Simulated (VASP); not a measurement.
# Sn in VASP: a series of runs

Aim: see how the results for Sn move with the level of theory and the settings. Levels: PBE, revPBE, RPBE+D3(BJ), revPBE+D4. Tasks: single point, relaxation of cell and atoms.

All numbers are computed with VASP 6.6.1; they aren't measurements. Logs are shortened: lines on timing, memory, paths and dates and some standing lists are left out, and cuts for length are marked.

### 1 The cell of the first run

The structure is cubic, space group Fd-3m (No. 227). Conventional cell: a = 6.467 Å, b = 6.467 Å, c = 6.467 Å, α = 90.00°, β = 90.00°, γ = 90.00°. Within 3.7 Å of Sn (site symmetry -43m) lie 4 Sn at 2.80 Å.

### 2 Single point, PBE

INCAR reads:

```
SYSTEM = Sn
PREC = Accurate
ENCUT = 520
EDIFF = 1E-6
ISMEAR = 0
SIGMA = 0.012
LREAL = .FALSE.
LASPH = .TRUE.
NELM = 80
ALGO = Normal
ISIF = 2
LWAVE = .FALSE.
LCHARG = .FALSE.
GGA = PE
NBANDS = 21
```

KPOINTS reads:

```
Automatic mesh
0
G
  7 7 7
  0 0 0
```

POSCAR reads:

```
Sn
1.0
    0.0000000000      3.2333428000      3.2333428000
    3.2333428000      0.0000000000      3.2333428000
    3.2333428000      3.2333428000      0.0000000000
Sn
2
Direct
    0.7500000000      0.7500000000      0.7500000000
    0.5000000000      0.5000000000      0.5000000000
```

Potentials or basis: VASP PAW PBE potentials, release 64 (Sn_d).

Run with:

```sh
$ cat potpaw_PBE.64/Sn_d/POTCAR > POTCAR
$ mpirun -np 1 vasp_std > vasp.out
```

OUTCAR:

```text
SYSTEM = Sn
   PREC = Accurate
   ENCUT = 520
   EDIFF = 1E-6
   ISMEAR = 0
   LREAL = .FALSE.
   LASPH = .TRUE.
   NELM = 80
   ISIF = 2
   GGA = PE

 ion  position               nearest neighbor table
   1  0.750  0.750  0.750-   2 2.80   2 2.80   2 2.80   2 2.80
   2  0.500  0.500  0.500-   1 2.80   1 2.80   1 2.80   1 2.80

  LATTYP: Found a face centered cubic cell.
 ALAT       =     6.4666856000

  Lattice vectors:

 A1 = (   0.0000000000,   3.2333428000,   3.2333428000)
 A2 = (   3.2333428000,   0.0000000000,   3.2333428000)
 A3 = (   3.2333428000,   3.2333428000,   0.0000000000)

Analysis of symmetry for initial positions (statically):
=====================================================================
 Subroutine PRICEL returns:
 Original cell was already a primitive cell.

 Routine SETGRP: Setting up the symmetry group for a
 face centered cubic supercell.

 Subroutine GETGRP returns: Found 48 space group operations
 (whereof 24 operations were pure point group operations)
 out of a pool of 48 trial point group operations.

The static configuration has the point symmetry T_d .
 The point group associated with its full space group is O_h .

Analysis of symmetry for dynamics (positions and initial velocities):
=====================================================================
 Subroutine PRICEL returns:
 Original cell was already a primitive cell.

 Routine SETGRP: Setting up the symmetry group for a
 face centered cubic supercell.

 Subroutine GETGRP returns: Found 48 space group operations
 (whereof 24 operations were pure point group operations)
 out of a pool of 48 trial point group operations.

The dynamic configuration has the point symmetry T_d .
 The point group associated with its full space group is O_h .

 Subroutine INISYM returns: Found 48 space group operations
 (whereof 24 operations are pure point group operations),
 and found     1 'primitive' translations

----------------------------------------------------------------------------------------

                                     Primitive cell

  volume of cell :      67.6060

  direct lattice vectors                    reciprocal lattice vectors
     0.000000000  3.233342800  3.233342800    -0.154638723  0.154638723  0.154638723
     3.233342800  0.000000000  3.233342800     0.154638723 -0.154638723  0.154638723
     3.233342800  3.233342800  0.000000000     0.154638723  0.154638723 -0.154638723

  length of vectors
     4.572637240  4.572637240  4.572637240     0.267842124  0.267842124  0.267842124

  position of ions in fractional coordinates (direct lattice)
     0.750000000  0.750000000  0.750000000
     0.500000000  0.500000000  0.500000000

  ion indices of the primitive-cell ions
   primitive index   ion index
                 1           1
                 2           2

----------------------------------------------------------------------------------------

 KPOINTS: Automatic mesh

Automatic generation of k-mesh.
 Grid dimensions read from file:
 generate k-points for:    7    7    7

 Generating k-lattice:

  Cartesian coordinates                     Fractional coordinates (reciprocal lattice)
    -0.022091246  0.022091246  0.022091246     0.142857143  0.000000000  0.000000000
     0.022091246 -0.022091246  0.022091246     0.000000000  0.142857143  0.000000000
     0.022091246  0.022091246 -0.022091246     0.000000000  0.000000000  0.142857143

  Length of vectors
     0.038263161  0.038263161  0.038263161

  Shift w.r.t. Gamma in fractional coordinates (k-lattice)
     0.000000000  0.000000000  0.000000000

 Subroutine IBZKPT returns following result:
 ===========================================

 Found     20 irreducible k-points:

 Following reciprocal coordinates:
            Coordinates               Weight
  0.000000  0.000000  0.000000      1.000000
  0.142857  0.000000  0.000000      8.000000
  0.285714  0.000000  0.000000      8.000000
  0.428571  0.000000  0.000000      8.000000
  0.142857  0.142857  0.000000      6.000000
  0.285714  0.142857  0.000000     24.000000
[... 12 lines left out ...]
 -0.428571  0.428571  0.142857     24.000000
 -0.285714  0.428571  0.142857     24.000000
   k-points           NKPTS =     20   k-points in BZ     NKDIM =     20   number of bands    NBANDS=     21
   number of dos      NEDOS =    301   number of ions     NIONS =      2
   total plane-waves  NPLWV =  46656
   dimension x,y,z NGX =    36 NGY =   36 NGZ =   36
   dimension x,y,z NGXF=    72 NGYF=   72 NGZF=   72
   ions per type =               2
   NGX,Y,Z   is equivalent  to a cutoff of  13.09, 13.09, 13.09 a.u.
   NGXF,Y,Z  is equivalent  to a cutoff of  26.18, 26.18, 26.18 a.u.
 SYSTEM =  Sn
   PREC   = accura    normal or accurate (medium, high low for compatibility)
   ISTART =      0    job   : 0-new  1-cont  2-samecut
   ICHARG =      2    charge: 1-file 2-atom 10-const
   ISPIN  =      1    spin polarized calculation?
   LNONCOLLINEAR =      F non collinear calculations
   LSORBIT =      F    spin-orbit coupling
   LASPH  =      T    aspherical Exc in radial PAW
   ENCUT  =  520.0 eV  38.22 Ry    6.18 a.u.   8.50  8.50  8.50*2*pi/ulx,y,z
   NELM   =     80;   NELMIN=  2; NELMDL= -5     # of ELM steps
   EDIFF  = 0.1E-05   stopping-criterion for ELM
   LREAL  =      F    real-space projection
   EDIFFG = 0.1E-04   stopping-criterion for IOM
   NSW    =      0    number of steps for IOM
   IBRION =     -1    ionic relax: 0-MD 1-quasi-New 2-CG
   NFREE  =      0    steps in history (QN), initial steepest desc. (CG)
   ISIF   =      2    stress and relaxation
   ISYM   =      2    0-nonsym 1-usesym 2-fastsym
   POTIM  = 0.5000    time-step for ionic-motion
   TEBEG  =    0.0;   TEEND  =   0.0 temperature during run
   PSTRESS=    0.0 pullay stress
   NELECT =      28.0000    total number of electrons
   NUPDOWN=      -1.0000    fix difference up-down
   EMIN   =  10.00;   EMAX   =-10.00  energy-range for DOS
   EFERMI =   0.00;   METHOD = LEGACY
   ISMEAR =     0;   SIGMA  =   0.01  broadening in eV -4-tet -1-fermi 0-gaus
   EFERMI_NEDOS =   21; number of points for ismear=-14 and -15
   IALGO  =     38    algorithm
   IMIX   =      4    mixing-type and parameters
     AMIX     =   0.40;   BMIX     =  1.00
     AMIX_MAG =   1.60;   BMIX_MAG =  1.00
  volume/ion in A,a.u.               =      33.80       228.11
  Fermi-wavevector in a.u.,A,eV,Ry     =   1.220298  2.306028 20.260793  1.489126
  Thomas-Fermi vector in A             =   2.355520
   LORBIT       =      0    0 simple, 1 ext, 2 COOP (PROOUT), +10 PAW based schemes
   GGA     = PE    functional components
   LHFCALC =     F    Hartree Fock is set to
   AEXX    =    0.0000 exact exchange contribution
   IVDW    =     0    specifies the selected vdW correction
   LEPSILON=     F    determine dielectric tensor
   LRPA    =     F    only Hartree local field effects (RPA)
 non-spin polarized calculation
 Gauss-broadening in eV      SIGMA  =   0.01
  energy-cutoff  :      520.00
  volume of cell :       67.61
 maximum number of plane-waves:      1841
 NGX is ok and might be reduce to    36
   NGX = 17   NGY = 17   NGZ = 17

 number of electron      28.0000008 magnetization

 Free energy of the ion-electron system (eV)
  ---------------------------------------------------
  ext. energy  EPLUGINS =         0.00000000
  ---------------------------------------------------
  free energy    TOTEN  =        -7.60971708 eV

  energy without entropy =       -7.60959130  energy(sigma->0) =       -7.60965419

 E-fermi :   5.7985     XC(G=0):  -8.9196

 val. band max:        5.4864965553   @ k =   0.1429   0.0000   0.0000
 cond. band min:       5.8042573538   @ k =   0.4286   0.0000   0.0000
 fundamental gap:      0.3177607985
 Fermi energy:         5.7985341181

 k-point     1 :       0.0000    0.0000    0.0000
  band No.  band energies     occupation
      1     -15.9468      2.00000
      2     -15.9468      2.00000
      3     -15.9468      2.00000
      4     -15.8858      2.00000
      5     -15.8858      2.00000
      6     -15.5680      2.00000
[... 13 lines left out ...]
     20      13.7429      0.00000
     21      13.7429      0.00000

 k-point     2 :       0.1429    0.0000    0.0000
  band No.  band energies     occupation
      1     -15.9604      2.00000
      2     -15.9604      2.00000
      3     -15.9419      2.00000
      4     -15.8665      2.00000
      5     -15.8665      2.00000
      6     -15.5938      2.00000
[... 13 lines left out ...]
     20      12.7669      0.00000
     21      12.7669      0.00000

 k-point     3 :       0.2857    0.0000    0.0000
  band No.  band energies     occupation
      1     -15.9763      2.00000
      2     -15.9763      2.00000
      3     -15.9305      2.00000
      4     -15.8390      2.00000
      5     -15.8390      2.00000
      6     -15.6174      2.00000
[... 13 lines left out ...]
     20      12.7858      0.00000
     21      12.7858      0.00000

 k-point     4 :       0.4286    0.0000    0.0000
  band No.  band energies     occupation
      1     -15.9833      2.00000
      2     -15.9833      2.00000
      3     -15.9209      2.00000
      4     -15.8250      2.00000
      5     -15.8250      2.00000
      6     -15.6277      2.00000
[... 13 lines left out ...]
     20      14.0543      0.00000
     21      14.0543      0.00000

 k-point     5 :       0.1429    0.1429    0.0000
  band No.  band energies     occupation
      1     -15.9581      2.00000
      2     -15.9581      2.00000
      3     -15.9557      2.00000
      4     -15.8692      2.00000
      5     -15.8451      2.00000
      6     -15.6326      2.00000
[... 13 lines left out ...]
     20      12.0230      0.00000
     21      13.9697      0.00000
[... 286 lines left out ...]
     20      14.1054      0.00000
     21      14.7770      0.00000

 k-point    18 :      -0.4286    0.2857    0.1429
  band No.  band energies     occupation
      1     -16.0149      2.00000
      2     -16.0000      2.00000
      3     -15.8697      2.00000
      4     -15.7939      2.00000
      5     -15.7613      2.00000
      6     -15.7132      2.00000
[... 13 lines left out ...]
     20      14.2036      0.00000
     21      14.8980      0.00000

 k-point    19 :      -0.4286    0.4286    0.1429
  band No.  band energies     occupation
      1     -16.0105      2.00000
      2     -16.0081      2.00000
      3     -15.8619      2.00000
      4     -15.7898      2.00000
      5     -15.7589      2.00000
      6     -15.7005      2.00000
[... 13 lines left out ...]
     20      14.7988      0.00000
     21      16.0801      0.00000

 k-point    20 :      -0.2857    0.4286    0.1429
  band No.  band energies     occupation
      1     -16.0220      2.00000
      2     -16.0090      2.00000
      3     -15.8372      2.00000
      4     -15.7673      2.00000
      5     -15.7481      2.00000
      6     -15.7148      2.00000
[... 13 lines left out ...]
     20      14.5171      0.00000
     21      16.3113      0.00000

------------------------ aborting loop because EDIFF is reached ----------------------------------------

  FORCE on cell =-STRESS in cart. coord.  units (eV):
  Direction    XX          YY          ZZ          XY          YZ          ZX
  --------------------------------------------------------------------------------------
  -------------------------------------------------------------------------------------
  Total        1.5945652      1.5945652      1.5945652      0.0000000      0.0000000      0.0000000
  in kB       37.7891939     37.7891939     37.7891939      0.0000000      0.0000000      0.0000000
  external PRESSURE =      37.7891939 kB  Pullay stress =       0.0000000 kB

 VOLUME and BASIS-vectors are now :
 -----------------------------------------------------------------------------
  energy-cutoff  :      520.00
  volume of cell :       67.61
      direct lattice vectors                 reciprocal lattice vectors
     0.000000000  3.233342800  3.233342800    -0.154638723  0.154638723  0.154638723
     3.233342800  0.000000000  3.233342800     0.154638723 -0.154638723  0.154638723
     3.233342800  3.233342800  0.000000000     0.154638723  0.154638723 -0.154638723

 POSITION                                       TOTAL-FORCE (eV/Angst)
 -----------------------------------------------------------------------------------
      4.85001      4.85001      4.85001         0.000000     -0.000000     -0.000000
      3.23334      3.23334      3.23334        -0.000000      0.000000      0.000000
 -----------------------------------------------------------------------------------
    total drift:                                0.000000      0.000000      0.000000

  FREE ENERGIE OF THE ION-ELECTRON SYSTEM (eV)
  ---------------------------------------------------
  free  energy   TOTEN  =        -7.6097170783 eV

  energy  without entropy=       -7.6095912976  energy(sigma->0) =       -7.60965419
```

It took 18 s on 1 thread of AMD EPYC 9R45 (Zen 5), shared host; peak memory 0.17 GiB.

Results:

```yaml
Free_energy: -7.6097 eV
Pressure: 3.8 GPa
Band_gap_on_the_k_mesh: zero (band 14 reaches 5.84 eV, above the bottom of band 15 at 5.80 eV)
```

Caveat: spin-orbit coupling is left out, which moves the levels of the heavy elements.

### 3 Single point, revPBE

This run uses another cell than the first one, of 37.80 Å³/atom, 1.118 times its volume.

INCAR reads:

```
SYSTEM = Sn
PREC = Accurate
ENCUT = 520
EDIFF = 1E-6
ISMEAR = -1
SIGMA = 0.05
LREAL = .FALSE.
LASPH = .TRUE.
NELM = 100
ALGO = Normal
ISIF = 2
LWAVE = .FALSE.
LCHARG = .FALSE.
GGA = RE
NBANDS = 21
```

KPOINTS reads:

```
regular mesh
0
G
  7 7 7
  0 0 0
```

POSCAR reads:

```
Sn
1.0
    0.0000000000      3.3559271878      3.3559271878
    3.3559271878      0.0000000000      3.3559271878
    3.3559271878      3.3559271878      0.0000000000
Sn
2
Direct
    0.7500000000      0.7500000000      0.7500000000
    0.5000000000      0.5000000000      0.5000000000
```

Potentials or basis: VASP PAW PBE potentials, release 64 (Sn_d).

Run with:

```sh
$ cat potpaw_PBE.64/Sn_d/POTCAR > POTCAR
$ mpirun -np 1 vasp_std > vasp.out
```

OUTCAR:

```text
SYSTEM = Sn
   PREC = Accurate
   ENCUT = 520
   EDIFF = 1E-6
   ISMEAR = -1
   LREAL = .FALSE.
   LASPH = .TRUE.
   NELM = 100
   ISIF = 2
   GGA = RE

 ion  position               nearest neighbor table
   1  0.750  0.750  0.750-   2 2.91   2 2.91   2 2.91   2 2.91
   2  0.500  0.500  0.500-   1 2.91   1 2.91   1 2.91   1 2.91

  LATTYP: Found a face centered cubic cell.
 ALAT       =     6.7118543756

  Lattice vectors:

[... 660 lines left out ...]

------------------------ aborting loop because EDIFF is reached ----------------------------------------

  FORCE on cell =-STRESS in cart. coord.  units (eV):
  Direction    XX          YY          ZZ          XY          YZ          ZX
  --------------------------------------------------------------------------------------
  -------------------------------------------------------------------------------------
  Total       -0.0105626     -0.0105626     -0.0105626      0.0000000      0.0000000      0.0000000
  in kB       -0.2238790     -0.2238790     -0.2238790      0.0000000      0.0000000      0.0000000
  external PRESSURE =      -0.2238790 kB  Pullay stress =       0.0000000 kB

 VOLUME and BASIS-vectors are now :
 -----------------------------------------------------------------------------
  energy-cutoff  :      520.00
  volume of cell :       75.59
      direct lattice vectors                 reciprocal lattice vectors
     0.000000000  3.355927188  3.355927188    -0.148990122  0.148990122  0.148990122
     3.355927188  0.000000000  3.355927188     0.148990122 -0.148990122  0.148990122
     3.355927188  3.355927188  0.000000000     0.148990122  0.148990122 -0.148990122

 POSITION                                       TOTAL-FORCE (eV/Angst)
 -----------------------------------------------------------------------------------
      5.03389      5.03389      5.03389         0.000000     -0.000000     -0.000000
      3.35593      3.35593      3.35593        -0.000000      0.000000      0.000000
 -----------------------------------------------------------------------------------
    total drift:                                0.000000      0.000000      0.000000

  FREE ENERGIE OF THE ION-ELECTRON SYSTEM (eV)
  ---------------------------------------------------
  free  energy   TOTEN  =        -7.1196694986 eV

  energy  without entropy=       -7.1159429467  energy(sigma->0) =       -7.11780622
```

OSZICAR:

```text
N       E                     dE             d eps       ncg     rms          rms(c)
DAV:   1     0.230041099342E+03    0.23004E+03   -0.14923E+04   850   0.186E+03
DAV:   2     0.182005097377E+02   -0.21184E+03   -0.20729E+03   845   0.440E+02
DAV:   3    -0.631803345890E+01   -0.24519E+02   -0.24395E+02   985   0.140E+02
DAV:   4    -0.710216372803E+01   -0.78413E+00   -0.78384E+00   940   0.282E+01
DAV:   5    -0.712958640394E+01   -0.27423E-01   -0.27422E-01  1250   0.518E+00    0.280E+00
DAV:   6    -0.711758413259E+01    0.12002E-01   -0.19554E-02  1130   0.179E+00    0.168E+00
DAV:   7    -0.711586230995E+01    0.17218E-02   -0.37099E-02   920   0.201E+00    0.158E-01
DAV:   8    -0.711872874209E+01   -0.28664E-02   -0.61259E-03   935   0.825E-01    0.498E-02
DAV:   9    -0.711957388003E+01   -0.84514E-03   -0.12533E-03   888   0.206E-01    0.145E-02
DAV:  10    -0.711965403081E+01   -0.80151E-04   -0.13879E-04  1106   0.664E-02    0.810E-03
DAV:  11    -0.711966962120E+01   -0.15590E-04   -0.34986E-05   875   0.380E-02    0.167E-03
DAV:  12    -0.711966949863E+01    0.12258E-06   -0.10005E-06   799   0.112E-02
   1 F= -.71196695E+01 E0= -.71178062E+01  d E =-.372655E-02
```

Wall time 18 s (1 thread of AMD EPYC 9R45 (Zen 5), shared host); peak memory 0.17 GiB.

What came out:

```yaml
Free_energy: -7.1197 eV
Pressure: 0.0 GPa
Band_gap_on_the_k_mesh: zero (band 14 reaches 4.81 eV, above the bottom of band 15 at 4.62 eV)
```

Caveat: the PAW data sets were made with another functional, which shifts forces and pressure a little; spin-orbit coupling is left out, which moves the levels of the heavy elements.

[end of part 1 of 2]
